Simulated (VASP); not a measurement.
# NaF (Fm-3m) in VASP: further runs

Runs on NaF. Level: PBE. Tasks: single point.

All numbers are computed with VASP 6.6.1; they aren't measurements. Logs are shortened: lines on timing, memory, paths and dates and some standing lists are left out, and cuts for length are marked.

## 1. The cell of the first run

It takes space group Fm-3m (No. 225, cubic). The conventional cell has a = 4.647 Å, b = 4.647 Å, c = 4.647 Å, α = 90.00°, β = 90.00°, γ = 90.00°. Within 3.1 Å of Na (site symmetry m-3m) lie 6 F at 2.32 Å. F (site symmetry m-3m) has 6 Na at 2.32 Å within 3.1 Å.

## 2. Single point, PBE

INCAR

```
  ALGO = Normal
  EDIFF = 1E-6
  ENCUT = 520
  GGA = PE
  ISIF = 2
  ISMEAR = -1
  LASPH = True
  LCHARG = False
  LREAL = False
  LWAVE = False
  NBANDS = 14
  NELM = 80
  PREC = Accurate
  SIGMA = 0.03
```

KPOINTS

```
k-points
0
Gamma
  11 11 11
```

POSCAR

```
NaF
1.0
    0.0000000000      2.3233000000      2.3233000000
    2.3233000000      0.0000000000      2.3233000000
    2.3233000000      2.3233000000      0.0000000000
Na F
1 1
Direct
    0.0000000000      0.0000000000      0.0000000000
    0.5000000000      0.5000000000      0.5000000000
```

Potentials or basis: VASP PAW PBE potentials, release 64 (Na_pv, F).

The run is started by

```bash
$ cat potpaw_PBE.64/Na_pv/POTCAR potpaw_PBE.64/F/POTCAR > POTCAR
$ mpirun -np 1 vasp_std > vasp.out
```

OUTCAR:

```text
EDIFF = 1E-6
   ENCUT = 520
   GGA = PE
   ISIF = 2
   ISMEAR = -1
   LASPH = True
   LREAL = False
   NELM = 80
   PREC = Accurate

 ion  position               nearest neighbor table
   1  0.000  0.000  0.000-   2 2.32   2 2.32   2 2.32   2 2.32   2 2.32   2 2.32
   2  0.500  0.500  0.500-   1 2.32   1 2.32   1 2.32   1 2.32   1 2.32   1 2.32

  LATTYP: Found a face centered cubic cell.
 ALAT       =     4.6466000000

  Lattice vectors:

 A1 = (   0.0000000000,   2.3233000000,   2.3233000000)
 A2 = (   2.3233000000,   0.0000000000,   2.3233000000)
 A3 = (   2.3233000000,   2.3233000000,   0.0000000000)

Analysis of symmetry for initial positions (statically):
=====================================================================
 Subroutine PRICEL returns:
 Original cell was already a primitive cell.

 Routine SETGRP: Setting up the symmetry group for a
 face centered cubic supercell.

 Subroutine GETGRP returns: Found 48 space group operations
 (whereof 48 operations were pure point group operations)
 out of a pool of 48 trial point group operations.

The static configuration has the point symmetry O_h .

Analysis of symmetry for dynamics (positions and initial velocities):
=====================================================================
 Subroutine PRICEL returns:
 Original cell was already a primitive cell.

 Routine SETGRP: Setting up the symmetry group for a
 face centered cubic supercell.

 Subroutine GETGRP returns: Found 48 space group operations
 (whereof 48 operations were pure point group operations)
 out of a pool of 48 trial point group operations.

The dynamic configuration has the point symmetry O_h .

 Subroutine INISYM returns: Found 48 space group operations
 (whereof 48 operations are pure point group operations),
 and found     1 'primitive' translations

----------------------------------------------------------------------------------------

                                     Primitive cell

  volume of cell :      25.0811

  direct lattice vectors                    reciprocal lattice vectors
     0.000000000  2.323300000  2.323300000    -0.215211122  0.215211122  0.215211122
     2.323300000  0.000000000  2.323300000     0.215211122 -0.215211122  0.215211122
     2.323300000  2.323300000  0.000000000     0.215211122  0.215211122 -0.215211122

  length of vectors
     3.285642369  3.285642369  3.285642369     0.372756598  0.372756598  0.372756598

  position of ions in fractional coordinates (direct lattice)
     0.000000000  0.000000000  0.000000000
     0.500000000  0.500000000  0.500000000

  ion indices of the primitive-cell ions
   primitive index   ion index
                 1           1
                 2           2

----------------------------------------------------------------------------------------

 KPOINTS: k-points

Automatic generation of k-mesh.
 Grid dimensions read from file:
 generate k-points for:   11   11   11

 Generating k-lattice:

  Cartesian coordinates                     Fractional coordinates (reciprocal lattice)
    -0.019564647  0.019564647  0.019564647     0.090909091  0.000000000  0.000000000
     0.019564647 -0.019564647  0.019564647     0.000000000  0.090909091  0.000000000
     0.019564647  0.019564647 -0.019564647     0.000000000  0.000000000  0.090909091

  Length of vectors
     0.033886963  0.033886963  0.033886963

  Shift w.r.t. Gamma in fractional coordinates (k-lattice)
     0.000000000  0.000000000  0.000000000

 Subroutine IBZKPT returns following result:
 ===========================================

 Found     56 irreducible k-points:

 Following reciprocal coordinates:
            Coordinates               Weight
  0.000000  0.000000  0.000000      1.000000
  0.090909  0.000000  0.000000      8.000000
  0.181818  0.000000  0.000000      8.000000
  0.272727  0.000000  0.000000      8.000000
  0.363636  0.000000  0.000000      8.000000
  0.454545  0.000000  0.000000      8.000000
[... 16 lines left out ...]
 -0.272727  0.181818  0.000000     24.000000
 -0.181818  0.181818  0.000000     12.000000
 [... further k-points ...]
   k-points           NKPTS =     56   k-points in BZ     NKDIM =     56   number of bands    NBANDS=     14
   number of dos      NEDOS =    301   number of ions     NIONS =      2
   total plane-waves  NPLWV =  13824
   dimension x,y,z NGX =    24 NGY =   24 NGZ =   24
   dimension x,y,z NGXF=    48 NGYF=   48 NGZF=   48
   ions per type =               1   1
   NGX,Y,Z   is equivalent  to a cutoff of  12.14, 12.14, 12.14 a.u.
   NGXF,Y,Z  is equivalent  to a cutoff of  24.29, 24.29, 24.29 a.u.
 SYSTEM =  unknown system
   PREC   = accura    normal or accurate (medium, high low for compatibility)
   ISTART =      0    job   : 0-new  1-cont  2-samecut
   ICHARG =      2    charge: 1-file 2-atom 10-const
   ISPIN  =      1    spin polarized calculation?
   LNONCOLLINEAR =      F non collinear calculations
   LSORBIT =      F    spin-orbit coupling
   LASPH  =      T    aspherical Exc in radial PAW
   ENCUT  =  520.0 eV  38.22 Ry    6.18 a.u.   6.11  6.11  6.11*2*pi/ulx,y,z
   NELM   =     80;   NELMIN=  2; NELMDL= -5     # of ELM steps
   EDIFF  = 0.1E-05   stopping-criterion for ELM
   LREAL  =      F    real-space projection
   EDIFFG = 0.1E-04   stopping-criterion for IOM
   NSW    =      0    number of steps for IOM
   IBRION =     -1    ionic relax: 0-MD 1-quasi-New 2-CG
   NFREE  =      0    steps in history (QN), initial steepest desc. (CG)
   ISIF   =      2    stress and relaxation
   ISYM   =      2    0-nonsym 1-usesym 2-fastsym
   POTIM  = 0.5000    time-step for ionic-motion
   TEBEG  =    0.0;   TEEND  =   0.0 temperature during run
   PSTRESS=    0.0 pullay stress
   NELECT =      14.0000    total number of electrons
   NUPDOWN=      -1.0000    fix difference up-down
   EMIN   =  10.00;   EMAX   =-10.00  energy-range for DOS
   EFERMI =   0.00;   METHOD = LEGACY
   ISMEAR =    -1;   SIGMA  =   0.03  broadening in eV -4-tet -1-fermi 0-gaus
   EFERMI_NEDOS =   21; number of points for ismear=-14 and -15
   IALGO  =     38    algorithm
   IMIX   =      4    mixing-type and parameters
     AMIX     =   0.40;   BMIX     =  1.00
     AMIX_MAG =   1.60;   BMIX_MAG =  1.00
  volume/ion in A,a.u.               =      12.54        84.63
  Fermi-wavevector in a.u.,A,eV,Ry     =   1.347935  2.547227 24.720809  1.816928
  Thomas-Fermi vector in A             =   2.475645
   LORBIT       =      0    0 simple, 1 ext, 2 COOP (PROOUT), +10 PAW based schemes
   GGA     = PE    functional components
   LHFCALC =     F    Hartree Fock is set to
   AEXX    =    0.0000 exact exchange contribution
   IVDW    =     0    specifies the selected vdW correction
   LEPSILON=     F    determine dielectric tensor
   LRPA    =     F    only Hartree local field effects (RPA)
 non-spin polarized calculation
  energy-cutoff  :      520.00
  volume of cell :       25.08
 maximum number of plane-waves:       688
   NGX = 13   NGY = 13   NGZ = 13

 number of electron      13.9999982 magnetization

 Free energy of the ion-electron system (eV)
  ---------------------------------------------------
  ext. energy  EPLUGINS =         0.00000000
  ---------------------------------------------------
  free energy    TOTEN  =        -8.56409459 eV

  energy without entropy =       -8.56409459  energy(sigma->0) =       -8.56409459

 E-fermi :  -1.4543     XC(G=0):  -9.1166

 val. band max:       -2.1195958891   @ k =   0.0000   0.0000   0.0000
 cond. band min:       4.1357004104   @ k =   0.0000   0.0000   0.0000
 fundamental gap:      6.2552962995
 Fermi energy:        -1.4543027501

 k-point     1 :       0.0000    0.0000    0.0000
  band No.  band energies     occupation
      1     -21.2787      2.00000
      2     -21.0907      2.00000
      3     -21.0907      2.00000
      4     -21.0907      2.00000
      5      -2.1196      2.00000
      6      -2.1196      2.00000
      7      -2.1196      2.00000
      8       4.1357      0.00000
      9      16.7982      0.00000
     10      16.7982      0.00000
     11      16.7982      0.00000
     12      19.6431      0.00000
     13      21.8116      0.00000
     14      21.8116      0.00000

 k-point     2 :       0.0909    0.0000    0.0000
  band No.  band energies     occupation
      1     -21.4210      2.00000
      2     -21.0916      2.00000
      3     -21.0916      2.00000
      4     -20.9386      2.00000
      5      -2.2824      2.00000
      6      -2.1399      2.00000
      7      -2.1399      2.00000
      8       4.4318      0.00000
      9      15.6858      0.00000
     10      16.9261      0.00000
     11      16.9261      0.00000
     12      20.8877      0.00000
     13      21.4551      0.00000
     14      21.4551      0.00000

 k-point     3 :       0.1818    0.0000    0.0000
  band No.  band energies     occupation
      1     -21.6022      2.00000
      2     -21.0942      2.00000
      3     -21.0942      2.00000
      4     -20.7281      2.00000
      5      -2.6726      2.00000
      6      -2.1940      2.00000
      7      -2.1940      2.00000
      8       5.2131      0.00000
      9      14.0707      0.00000
     10      17.2580      0.00000
     11      17.2581      0.00000
     12      20.8659      0.00000
     13      20.8660      0.00000
     14      22.1135      0.00000
[... 324 lines left out ...]
 k-point    23 :      -0.2727    0.1818    0.0000
  band No.  band energies     occupation
      1     -21.7799      2.00000
      2     -21.1356      2.00000
      3     -21.0996      2.00000
      4     -20.4587      2.00000
      5      -3.3011      2.00000
      6      -2.5538      2.00000
      7      -2.3371      2.00000
      8       7.7041      0.00000
      9      11.8381      0.00000
     10      15.5461      0.00000
     11      18.4519      0.00000
     12      19.7486      0.00000
     13      20.0538      0.00000
     14      24.3056      0.00000

 k-point    24 :      -0.1818    0.1818    0.0000
  band No.  band energies     occupation
      1     -21.7319      2.00000
      2     -21.1232      2.00000
      3     -21.0945      2.00000
      4     -20.5392      2.00000
      5      -3.0929      2.00000
      6      -2.4201      2.00000
      7      -2.2740      2.00000
      8       6.6331      0.00000
      9      12.6558      0.00000
     10      16.1234      0.00000
     11      18.6218      0.00000
     12      19.0799      0.00000
     13      20.7232      0.00000
     14      23.9972      0.00000

 [... further k-points ...]
[... 5 lines left out ...]
  --------------------------------------------------------------------------------------
  -------------------------------------------------------------------------------------
  Total        0.2449122      0.2449122      0.2449122      0.0000000     -0.0000000      0.0000000
  in kB       15.6449823     15.6449823     15.6449823      0.0000000     -0.0000000      0.0000000
  external PRESSURE =      15.6449823 kB  Pullay stress =       0.0000000 kB

 VOLUME and BASIS-vectors are now :
 -----------------------------------------------------------------------------
  energy-cutoff  :      520.00
  volume of cell :       25.08
      direct lattice vectors                 reciprocal lattice vectors
     0.000000000  2.323300000  2.323300000    -0.215211122  0.215211122  0.215211122
     2.323300000  0.000000000  2.323300000     0.215211122 -0.215211122  0.215211122
     2.323300000  2.323300000  0.000000000     0.215211122  0.215211122 -0.215211122

 POSITION                                       TOTAL-FORCE (eV/Angst)
 -----------------------------------------------------------------------------------
      0.00000      0.00000      0.00000         0.000000      0.000000      0.000000
      2.32330      2.32330      2.32330         0.000000      0.000000      0.000000
 -----------------------------------------------------------------------------------
    total drift:                                0.000000     -0.000000      0.000000

  FREE ENERGIE OF THE ION-ELECTRON SYSTEM (eV)
  ---------------------------------------------------
  free  energy   TOTEN  =        -8.5640945915 eV

  energy  without entropy=       -8.5640945915  energy(sigma->0) =       -8.56409459
```

Run time: 4.8 s. Hardware: 1 thread of Intel Xeon 6975P-C (Granite Rapids), shared host; peak memory 0.14 GiB.

What came out:

| Quantity | Value |
| --- | --- |
| Free energy | -8.5641 eV |
| Pressure | 1.6 GPa |
| Band gap on the k mesh | 6.26 eV, direct |

Levels at points of the mesh, in eV from the valence-band top:
```
           k point  band 4  band 5  band 6  band 7  band 8  band 9  band 10  band 11
(0.00, 0.00, 0.00)  -18.97    0.00    0.00    0.00    6.26   18.92    18.92    18.92
```

[end of part 1 of 2]
